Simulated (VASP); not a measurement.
# Si (a cell with a defect) in VASP: notebook

The runs below take Si (a cell with a defect) through single point, with PBE.

All numbers are computed with VASP 6.6.1; they aren't measurements. Logs are shortened: lines on timing, memory, paths and dates and some standing lists are left out, and cuts for length are marked.

### Step 1. The cell of the first run

The cell holds a defect, 17 atoms: a = 7.679 Å, b = 7.679 Å, c = 7.679 Å, α = 60.00°, β = 60.00°, γ = 60.00°.

### Step 2. Single point, PBE

INCAR reads:

```
SYSTEM = Si
PREC     = Accurate       ! precision mode
ENCUT    = 520            ! plane-wave cutoff, eV
EDIFF    = 1E-7           ! SCF threshold, eV
ISMEAR   = 0              ! smearing method
SIGMA    = 0.02           ! smearing width, eV
LREAL    = Auto         
LASPH    = .TRUE.         ! aspherical terms in the spheres
NELM     = 60             ! most SCF steps
ALGO     = Normal         ! electronic algorithm
ISIF     = 2              ! what is computed and relaxed
LWAVE    = .FALSE.        ! write WAVECAR
LCHARG   = .FALSE.        ! write CHGCAR
GGA      = PE             ! functional
NBANDS   = 48             ! bands
```

KPOINTS reads:

```
regular mesh
0
G
  2 2 2
  0 0 0
```

POSCAR reads:

```
Si
1.0
    0.0000000000      5.4300000000      5.4300000000
    5.4300000000      0.0000000000      5.4300000000
    5.4300000000      5.4300000000      0.0000000000
Si
17
Direct
   -0.0399945672      0.0133785451      0.0130400552
    0.1197306630      0.1177507366      0.1173146409
    0.0110761510     -0.0217641805      0.5053139042
    0.1197685083      0.1176933702      0.6446941068
    0.0109291897      0.5057652855     -0.0222496317
    0.1198241252      0.6450627993      0.1172572744
    0.0110414365      0.5053116022      0.5050653775
    0.1711239411      0.6096797422      0.6091815838
    0.4914191529     -0.0014440147     -0.0016298343
    0.5853514733      0.1383818600      0.1378676796
    0.4915617864     -0.0015124309      0.5111805709
    0.6322337937      0.1136404236      0.6269203499
    0.4915826888      0.5116395948     -0.0018464088
    0.6321885820      0.6271325967      0.1135699816
    0.5444280847      0.4850930939      0.4849763352
    0.6323302026      0.6269535912      0.6266373849
    0.9460076427      0.3513465009      0.3506833333
```

Potentials or basis: VASP PAW PBE potentials, release 64 (Si).

On the command line:

```bash
$ cat potpaw_PBE.64/Si/POTCAR > POTCAR
$ mpirun -np 1 vasp_std > vasp.out
```

OUTCAR:

```text
SYSTEM = Si
   PREC = Accurate
   ENCUT = 520
   EDIFF = 1E-7
   ISMEAR = 0
   LREAL = Auto
   LASPH = .TRUE.
   NELM = 60
   ISIF = 2
   GGA = PE

 ion  position               nearest neighbor table
   1  0.960  0.013  0.013-   6 2.32   4 2.32   2 2.32  10 2.35
   2  0.120  0.118  0.117-   1 2.32   9 2.33   3 2.44   5 2.44  17 2.58
   3  0.011  0.978  0.505-   8 2.32  17 2.37  12 2.38   4 2.43   2 2.44
   4  0.120  0.118  0.645-   1 2.32  11 2.33   3 2.43   7 2.43  17 2.58
   5  0.011  0.506  0.978-   8 2.32  17 2.37  14 2.38   6 2.43   2 2.44
   6  0.120  0.645  0.117-   1 2.32  13 2.33   5 2.43   7 2.44  17 2.58
   7  0.011  0.505  0.505-   8 2.32  17 2.37  16 2.38   4 2.43   6 2.44
   8  0.171  0.610  0.609-   3 2.32   7 2.32   5 2.32  15 2.34
   9  0.491  0.999  0.998-   2 2.33  14 2.33  12 2.33  10 2.35
  10  0.585  0.138  0.138-   9 2.35   1 2.35  13 2.35  11 2.35
  11  0.492  0.998  0.511-   4 2.33  16 2.33  12 2.33  10 2.35
  12  0.632  0.114  0.627-   9 2.33  11 2.33  15 2.34   3 2.38  17 3.01
  13  0.492  0.512  0.998-   6 2.33  14 2.33  16 2.33  10 2.35
  14  0.632  0.627  0.114-   9 2.33  13 2.33  15 2.34   5 2.38  17 3.01
  15  0.544  0.485  0.485-   8 2.34  14 2.34  16 2.34  12 2.34  17 2.52
  16  0.632  0.627  0.627-  13 2.33  11 2.33  15 2.34   7 2.38  17 3.01
  17  0.946  0.351  0.351-   5 2.37   3 2.37   7 2.37  15 2.52   2 2.58   6 2.58   4 2.58  14 3.01
                            12 3.01  16 3.01

  LATTYP: Found a face centered cubic cell.
 ALAT       =    10.8600000000

  Lattice vectors:

 A1 = (   0.0000000000,   5.4300000000,   5.4300000000)
 A2 = (   5.4300000000,   0.0000000000,   5.4300000000)
 A3 = (   5.4300000000,   5.4300000000,   0.0000000000)

Analysis of symmetry for initial positions (statically):
=====================================================================
 Subroutine PRICEL returns:
 Original cell was already a primitive cell.

 Routine SETGRP: Setting up the symmetry group for a
 face centered cubic supercell.

 Subroutine GETGRP returns: Found  1 space group operations
 (whereof  1 operations were pure point group operations)
 out of a pool of 48 trial point group operations.

The static configuration has the point symmetry C_1 .

Analysis of symmetry for dynamics (positions and initial velocities):
=====================================================================
 Subroutine PRICEL returns:
 Original cell was already a primitive cell.

 Routine SETGRP: Setting up the symmetry group for a
 face centered cubic supercell.

 Subroutine GETGRP returns: Found  1 space group operations
 (whereof  1 operations were pure point group operations)
 out of a pool of 48 trial point group operations.

The dynamic configuration has the point symmetry C_1 .

 Subroutine INISYM returns: Found  1 space group operations
 (whereof  1 operations are pure point group operations),
 and found     1 'primitive' translations

----------------------------------------------------------------------------------------

                                     Primitive cell

  volume of cell :     320.2060

  direct lattice vectors                    reciprocal lattice vectors
     0.000000000  5.430000000  5.430000000    -0.092081031  0.092081031  0.092081031
     5.430000000  0.000000000  5.430000000     0.092081031 -0.092081031  0.092081031
     5.430000000  5.430000000  0.000000000     0.092081031  0.092081031 -0.092081031

  length of vectors
     7.679179644  7.679179644  7.679179644     0.159489025  0.159489025  0.159489025

  position of ions in fractional coordinates (direct lattice)
     0.960005433  0.013378545  0.013040055
     0.119730663  0.117750737  0.117314641
     0.011076151  0.978235820  0.505313904
     0.119768508  0.117693370  0.644694107
     0.010929190  0.505765285  0.977750368
     0.119824125  0.645062799  0.117257274
[... 9 lines left out ...]
     0.632330203  0.626953591  0.626637385
     0.946007643  0.351346501  0.350683333

  ion indices of the primitive-cell ions
   primitive index   ion index
                 1           1
                 2           2
                 3           3
                 4           4
                 5           5
                 6           6
[... 9 lines left out ...]
                16          16
                17          17

----------------------------------------------------------------------------------------

 KPOINTS: regular mesh

Automatic generation of k-mesh.
 Grid dimensions read from file:
 generate k-points for:    2    2    2

 Generating k-lattice:

  Cartesian coordinates                     Fractional coordinates (reciprocal lattice)
    -0.046040516  0.046040516  0.046040516     0.500000000  0.000000000  0.000000000
     0.046040516 -0.046040516  0.046040516     0.000000000  0.500000000  0.000000000
     0.046040516  0.046040516 -0.046040516     0.000000000  0.000000000  0.500000000

  Length of vectors
     0.079744512  0.079744512  0.079744512

  Shift w.r.t. Gamma in fractional coordinates (k-lattice)
     0.000000000  0.000000000  0.000000000

 Subroutine IBZKPT returns following result:
 ===========================================

 Found      8 irreducible k-points:

 Following reciprocal coordinates:
            Coordinates               Weight
  0.000000  0.000000  0.000000      1.000000
  0.500000  0.000000  0.000000      1.000000
  0.000000  0.500000  0.000000      1.000000
  0.000000  0.000000  0.500000      1.000000
  0.500000  0.500000  0.500000      1.000000
  0.500000  0.500000  0.000000      1.000000
  0.000000  0.500000  0.500000      1.000000
  0.500000  0.000000  0.500000      1.000000
   k-points           NKPTS =      8   k-points in BZ     NKDIM =      8   number of bands    NBANDS=     48
   number of dos      NEDOS =    301   number of ions     NIONS =     17
   total plane-waves  NPLWV = 216000
   dimension x,y,z NGX =    60 NGY =   60 NGZ =   60
   dimension x,y,z NGXF=   120 NGYF=  120 NGZF=  120
   ions per type =              17
   NGX,Y,Z   is equivalent  to a cutoff of  12.99, 12.99, 12.99 a.u.
   NGXF,Y,Z  is equivalent  to a cutoff of  25.98, 25.98, 25.98 a.u.
 SYSTEM =  Si
   PREC   = accura    normal or accurate (medium, high low for compatibility)
   ISTART =      0    job   : 0-new  1-cont  2-samecut
   ICHARG =      2    charge: 1-file 2-atom 10-const
   ISPIN  =      1    spin polarized calculation?
   LNONCOLLINEAR =      F non collinear calculations
   LSORBIT =      F    spin-orbit coupling
   LASPH  =      T    aspherical Exc in radial PAW
   ENCUT  =  520.0 eV  38.22 Ry    6.18 a.u.  14.28 14.28 14.28*2*pi/ulx,y,z
   NELM   =     60;   NELMIN=  2; NELMDL= -5     # of ELM steps
   EDIFF  = 0.1E-06   stopping-criterion for ELM
   LREAL  =      T    real-space projection
   EDIFFG = 0.1E-05   stopping-criterion for IOM
   NSW    =      0    number of steps for IOM
   IBRION =     -1    ionic relax: 0-MD 1-quasi-New 2-CG
   NFREE  =      0    steps in history (QN), initial steepest desc. (CG)
   ISIF   =      2    stress and relaxation
   ISYM   =      2    0-nonsym 1-usesym 2-fastsym
   POTIM  = 0.5000    time-step for ionic-motion
   TEBEG  =    0.0;   TEEND  =   0.0 temperature during run
   PSTRESS=    0.0 pullay stress
   NELECT =      68.0000    total number of electrons
   NUPDOWN=      -1.0000    fix difference up-down
   EMIN   =  10.00;   EMAX   =-10.00  energy-range for DOS
   EFERMI =   0.00;   METHOD = LEGACY
   ISMEAR =     0;   SIGMA  =   0.02  broadening in eV -4-tet -1-fermi 0-gaus
   EFERMI_NEDOS =   21; number of points for ismear=-14 and -15
   IALGO  =     38    algorithm
   IMIX   =      4    mixing-type and parameters
     AMIX     =   0.40;   BMIX     =  1.00
     AMIX_MAG =   1.60;   BMIX_MAG =  1.00
  volume/ion in A,a.u.               =      18.84       127.11
  Fermi-wavevector in a.u.,A,eV,Ry     =   0.976715  1.845724 12.979587  0.953973
  Thomas-Fermi vector in A             =   2.107356
   LORBIT       =      0    0 simple, 1 ext, 2 COOP (PROOUT), +10 PAW based schemes
   GGA     = PE    functional components
   LHFCALC =     F    Hartree Fock is set to
   AEXX    =    0.0000 exact exchange contribution
   IVDW    =     0    specifies the selected vdW correction
   LEPSILON=     F    determine dielectric tensor
   LRPA    =     F    only Hartree local field effects (RPA)
 non-spin polarized calculation
 Gauss-broadening in eV      SIGMA  =   0.02
  energy-cutoff  :      520.00
  volume of cell :      320.21
 maximum number of plane-waves:      8646
 NGX is ok and might be reduce to    60
   NGX = 29   NGY = 29   NGZ = 29

 number of electron      68.0000000 magnetization

 Free energy of the ion-electron system (eV)
  ---------------------------------------------------
  ext. energy  EPLUGINS =         0.00000000
  ---------------------------------------------------
  free energy    TOTEN  =       -87.78693586 eV

  energy without entropy =      -87.78308717  energy(sigma->0) =      -87.78501151

 E-fermi :   6.8655     XC(G=0):  -9.6879

 val. band max:        6.7561518287   @ k =   0.0000   0.0000   0.0000
 cond. band min:       6.8706619340   @ k =   0.5000   0.0000   0.5000
 fundamental gap:      0.1145101053
 Fermi energy:         6.8654515395

 k-point     1 :       0.0000    0.0000    0.0000
  band No.  band energies     occupation
      1      -6.2791      2.00000
      2      -3.8309      2.00000
      3      -3.6242      2.00000
      4      -3.6221      2.00000
      5      -3.4956      2.00000
      6      -2.6977      2.00000
[... 38 lines left out ...]
     45       8.2590      0.00000
     46       8.8696      0.00000

 k-point     2 :       0.5000    0.0000    0.0000
  band No.  band energies     occupation
      1      -5.8900      2.00000
      2      -4.8929      2.00000
      3      -3.4864      2.00000
      4      -3.4172      2.00000
      5      -3.4141      2.00000
      6      -2.9759      2.00000
[... 286 lines left out ...]
 k-point     8 :       0.5000    0.0000    0.5000
  band No.  band energies     occupation
      1      -5.7224      2.00000
      2      -4.7032      2.00000
      3      -4.0243      2.00000
      4      -3.8706      2.00000
      5      -3.8232      2.00000
      6      -3.6230      2.00000
[... 38 lines left out ...]
     45      10.1858      0.00000
     46      10.3891      0.00000
 [bands above 46 left out]

------------------------ aborting loop because EDIFF is reached ----------------------------------------

  FORCE on cell =-STRESS in cart. coord.  units (eV):
  Direction    XX          YY          ZZ          XY          YZ          ZX
  --------------------------------------------------------------------------------------
  -------------------------------------------------------------------------------------
  Total        9.7042475      9.6104123      9.6364811      1.0198557     -1.0213130      1.0230539
  in kB       48.5560067     48.0864945     48.2169319      5.1029324     -5.1102243      5.1189350
  external PRESSURE =      48.2864777 kB  Pullay stress =       0.0000000 kB

 VOLUME and BASIS-vectors are now :
 -----------------------------------------------------------------------------
  energy-cutoff  :      520.00
  volume of cell :      320.21
      direct lattice vectors                 reciprocal lattice vectors
     0.000000000  5.430000000  5.430000000    -0.092081031  0.092081031  0.092081031
     5.430000000  0.000000000  5.430000000     0.092081031 -0.092081031  0.092081031
     5.430000000  5.430000000  0.000000000     0.092081031  0.092081031 -0.092081031

 POSITION                                       TOTAL-FORCE (eV/Angst)
 -----------------------------------------------------------------------------------
      0.14345      5.28364      5.28547        -0.089533      0.090024      0.092681
      1.27640      1.28716      1.28952         0.035969      0.037933      0.036332
      8.05567      2.80400      5.37196        -0.018699      0.011839     -0.041804
      4.13976      4.15103      1.28942        -0.040124     -0.031530      0.042338
      8.05549      5.36853      2.80565        -0.022733     -0.036912      0.018636
      4.13940      1.28735      4.15334        -0.036169      0.042288     -0.035135
[... 9 lines left out ...]
      6.80700      6.83619      6.83791        -0.015976      0.025221      0.026096
      3.81202      7.04103      7.04463         0.276313     -0.265287     -0.270791
 -----------------------------------------------------------------------------------
    total drift:                               -0.002563     -0.000697      0.002258

  FREE ENERGIE OF THE ION-ELECTRON SYSTEM (eV)
  ---------------------------------------------------
  free  energy   TOTEN  =       -87.7869358598 eV

  energy  without entropy=      -87.7830871682  energy(sigma->0) =      -87.78501151
```

Run time: 4.1 min. Hardware: 1 thread of AMD EPYC 9R45 (Zen 5), shared host; peak memory 0.42 GiB.

What came out:

```
Free energy            : -87.7869 eV
Pressure               : 4.8 GPa
Largest force          : 0.469 eV/Å
Band gap on the k mesh : zero (band 34 reaches 6.87 eV, above the bottom of band 35 at 6.75 eV)
```

Forces in eV/Å, atoms in the order of the input:
```
Si  -0.090  0.090  0.093
Si   0.036  0.038  0.036
Si  -0.019  0.012 -0.042
Si  -0.040 -0.032  0.042
Si  -0.023 -0.037  0.019
Si  -0.036  0.042 -0.035
Si   0.036  0.014  0.018
Si   0.020 -0.022 -0.022
Si   0.019  0.027  0.032
Si  -0.115  0.121  0.114
Si  -0.028 -0.016  0.030
Si  -0.028  0.025  0.020
Si  -0.031  0.027 -0.019
Si  -0.026  0.015  0.024
Si   0.065 -0.065 -0.067
Si  -0.016  0.025  0.026
Si   0.276 -0.265 -0.271
```

Stress tensor (GPa, compression positive):
```
 4.86  0.51  0.51
 0.51  4.81 -0.51
 0.51 -0.51  4.82
```

Caveat: the k points lie up to 0.50 Å⁻¹ apart.

### Step 3. Single point, PBE

INCAR reads:

```
PREC = Accurate ; ENCUT = 520
EDIFF = 1E-7 ; ISMEAR = 0
SIGMA = 0.02 ; LREAL = Auto
LASPH = T ; NELM = 80
ALGO = Normal ; ISIF = 2
LWAVE = F ; LCHARG = F
GGA = PE ; NBANDS = 48
```

KPOINTS reads:

```
Automatic mesh
0
Gamma
  2 2 2
```

POSCAR reads:

```
Si
1.0
    0.0000000000      5.4300000000      5.4300000000
    5.4300000000      0.0000000000      5.4300000000
    5.4300000000      5.4300000000      0.0000000000
Si
17
Direct
   -0.0467231123      0.0157698895      0.0150376611
    0.1160623389      0.1181131676      0.1177109576
    0.0057190608     -0.0186488950      0.5060269797
    0.1160509208      0.1181337937      0.6472369245
    0.0057780847      0.5066090239     -0.0192744015
    0.1161067219      0.6479610497      0.1175428177
    0.0057785451      0.5066104052      0.5060137201
    0.1621244936      0.6127570902      0.6121215470
    0.4940488950     -0.0026588398     -0.0031139042
    0.5798999079      0.1401837017      0.1395153775
    0.4940361878     -0.0026398711      0.5108404236
    0.6339451197      0.1144766114      0.6253493554
    0.4941200737      0.5115023941     -0.0032408840
    0.6340321363      0.6258417127      0.1140225599
    0.5365007366      0.4878508287      0.4874005525
    0.6340305709      0.6258591160      0.6252403315
    1.1771825967      0.2745732044      0.2736767035
```

Potentials or basis: VASP PAW PBE potentials, release 64 (Si).

On the command line:

```bash
$ cat potpaw_PBE.64/Si/POTCAR > POTCAR
$ mpirun -np 1 vasp_std > vasp.out
```

Run time: 4.4 min. Hardware: 1 thread of AMD EPYC 9R45 (Zen 5), shared host; peak memory 0.42 GiB.

Results (log left out):

```yaml
Free_energy: -87.7875 eV
Pressure: 4.8 GPa
Largest_force: 0.508 eV/Å
Band_gap_on_the_k_mesh: zero (band 34 reaches 6.87 eV, above the bottom of band 35 at 6.76 eV)
```

Forces in eV/Å, atoms in the order of the input:
```
Si  -0.022  0.023  0.022
Si   0.047 -0.012 -0.010
Si   0.032 -0.030  0.016
Si   0.011 -0.047 -0.010
Si   0.031  0.017 -0.030
Si   0.011 -0.012 -0.046
Si  -0.017 -0.031 -0.032
Si   0.078 -0.078 -0.078
Si   0.014 -0.003 -0.003
Si  -0.038  0.038  0.038
Si   0.003 -0.013 -0.002
Si   0.024 -0.024  0.002
Si   0.003 -0.002 -0.013
Si   0.023  0.002 -0.024
Si   0.097 -0.099 -0.098
Si  -0.002 -0.023 -0.024
Si  -0.294  0.294  0.291
```

Stress tensor (GPa, compression positive):
```
 4.84  0.49  0.48
 0.49  4.84 -0.48
 0.48 -0.48  4.82
```

Levels at points of the mesh, in eV from the Fermi level:
```csv
k point,band 30,band 31,band 32,band 33,band 34,band 35,band 36,band 37,band 38,band 39
"(0.00, 0.00, 0.00)",-1.61,-0.94,-0.75,-0.75,-0.45,-0.10,-0.10,0.13,0.13,0.51
"(0.50, 0.00, 0.00)",-1.52,-1.52,-1.36,-1.36,-0.31,0.40,0.41,1.12,1.12,1.19
"(0.00, 0.50, 0.00)",-1.54,-1.45,-1.42,-1.15,-0.19,0.21,0.79,0.84,0.92,1.30
"(0.00, 0.00, 0.50)",-1.54,-1.45,-1.42,-1.15,-0.19,0.21,0.79,0.84,0.92,1.30
"(0.50, 0.50, 0.50)",-1.54,-1.45,-1.42,-1.15,-0.19,0.21,0.79,0.84,0.92,1.30
"(0.50, 0.50, 0.00)",-2.02,-1.97,-1.81,-0.87,0.01,0.51,1.17,1.28,1.29,1.90
"(0.00, 0.50, 0.50)",-2.02,-1.97,-1.81,-0.87,0.01,0.51,1.17,1.28,1.29,1.90
"(0.50, 0.00, 0.50)",-2.02,-1.97,-1.81,-0.87,0.01,0.51,1.17,1.28,1.29,1.90
```

Caveat: the k points lie up to 0.50 Å⁻¹ apart.

(Continued in part 2 of 2.)
